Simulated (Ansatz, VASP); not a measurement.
# Bi in VASP and in Ansatz

```
Bi
1.0
    -3.13452    3.13452    3.13452
     3.13452   -3.13452    3.13452
     3.13452    3.13452   -3.13452
Bi
3
Cartesian
  3.1345 0.0000 0.0000
  0.0000 3.1345 0.0000
  0.0000 0.0000 3.1345
```

Alike in both runs: functional PBE; k mesh 4 × 4 × 4; occupations gaussian, width 0.1 eV; no spin polarisation.

Ansatz relaxed the structure, and its values are those at the end. VASP's run is a single point on that final structure, the one shown.

|  | VASP | Ansatz |
| --- | --- | --- |
| version | VASP 6.6.1 | Ansatz 0.2.0 |
| potentials or method | VASP PAW PBE potentials, release 64 (Bi_d), cutoff 520 eV | scalar-relativistic, plane waves, PAW |
| valence electrons in the cell | 45 | 45 |

```csv
,VASP,Ansatz,Ansatz less VASP
gap on the k mesh at the Fermi level (eV),none,none,-
pressure (GPa),-0.1,-0.1,+0.06
```

A gap of «none» marks a metal or a gap that the smearing closes. The functional is the same, so the differences come from potentials, cutoffs and numerics.

Spin-orbit coupling is off throughout.
